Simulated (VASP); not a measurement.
Here is a VASP 6.6.1 calculation.

The input INCAR:

```
  ALGO = Normal
  EDIFF = 1E-6
  ENCUT = 520
  GGA = PE
  ISIF = 2
  ISMEAR = -1
  IVDW = 12
  LASPH = True
  LCHARG = True
  LELF = True
  LREAL = Auto
  LVHAR = True
  LWAVE = False
  NBANDS = 63
  NELM = 100
  PREC = Accurate
  SIGMA = 0.02
```

File KPOINTS:

```
k-points
0
Gamma
  1 1 1
```

POSCAR

```
H3CCl
1.0
    7.9200370000      0.0000000000      0.0000000000
    0.0000000000      7.9200370000      0.0000000000
    0.0000000000      0.0000000000      7.9200370000
C Cl H
6 6 18
Direct
    0.5522322686      0.9418642867      0.5502499546
    0.0006818150      0.5529267098      0.3487104921
    0.8370289179      0.2516907434      0.8945160231
    0.6588479321      0.7241001526      0.0094317741
    0.5204142354      0.1876758909      0.1682441635
    0.0210352553      1.0716364078      0.5064749066
    0.4133819072      0.8167007301      0.4203136930
   -0.1495195035      0.6195930650      0.4977249475
    1.0623435219      0.2531553830      0.8779504439
    0.4569423097      0.7014613694     -0.0752647999
    0.4894421579      0.3708947319      0.2921577260
   -0.0396841580      1.0235937029      0.2870693660
    0.6087850347      1.0230255237      0.4503009266
    0.4829017844      1.0244901634      0.6401611508
    0.6377116673      0.8561954950      0.6194289244
   -0.0209594980      0.6055906052      0.2266024767
    0.1191913624      0.5894669431      0.3978137981
   -0.0108459089      0.4166899725      0.3467660568
    0.8038851334      0.1279665739      0.8581651828
    0.8192385970      0.2681174343      1.0305507411
    0.7789862598      0.3528392607      0.8268521978
    0.6529767475      0.8094154106      0.1280928359
    0.7096557756      0.5969921605      0.0365402333
    0.7479763036      0.7907160030     -0.0815273969
    0.5137475999      0.2333322433      0.0388382024
    0.6593277279      0.1390523807      0.1873981144
    0.4152884639      0.1015020511      0.1935344494
    0.1571331043      1.0464345053      0.5316641829
   -0.0071085526      1.1993883362      0.5280278362
   -0.0481689669      0.9822050074      0.5889113902
```

Potentials or basis: VASP PAW PBE potentials, release 64 (C, Cl, H).

Command:

```sh
$ cat potpaw_PBE.64/C/POTCAR potpaw_PBE.64/Cl/POTCAR potpaw_PBE.64/H/POTCAR > POTCAR
$ mpirun -np 1 vasp_gam > vasp.out
```

Q: Predict the largest force.

A: 2.221 eV/Å.

Q: What does it give for the pressure?

A: -0.1 GPa.

Forces on the atoms (eV/Å):
```
C   -0.163  0.613 -0.565
C   -0.515 -0.847  0.483
C    1.306  0.376  1.575
C    1.463  1.421  0.878
C    1.599 -0.136 -0.232
C    0.538 -2.084 -0.272
Cl  -0.169 -0.045  0.447
Cl  -0.589  0.357  0.355
Cl   0.330  0.322 -0.291
Cl  -0.564  0.004 -0.356
Cl   0.037  0.290  0.507
Cl   0.490  0.137  0.884
H    0.429 -0.345  0.950
H   -0.059 -0.511 -0.361
H   -0.098  0.346 -0.418
H   -0.277  0.474 -0.753
H    1.308  0.290  0.240
H    0.194 -0.393 -0.277
H   -0.840 -1.081 -0.516
H   -0.355 -0.013 -0.127
H   -0.240  0.524 -0.737
H    0.025 -1.275 -1.169
H   -0.106  0.445  0.204
H   -0.812 -0.604  0.494
H   -0.146 -0.177 -0.350
H   -2.189  0.276  0.074
H    0.410 -0.302  0.059
H   -0.478  0.123 -0.664
H   -0.454  1.382  0.277
H   -0.072  0.432 -0.338
```

Caveat: the k points lie up to 0.79 Å⁻¹ apart; the atoms stand as in a frame of molecular dynamics.
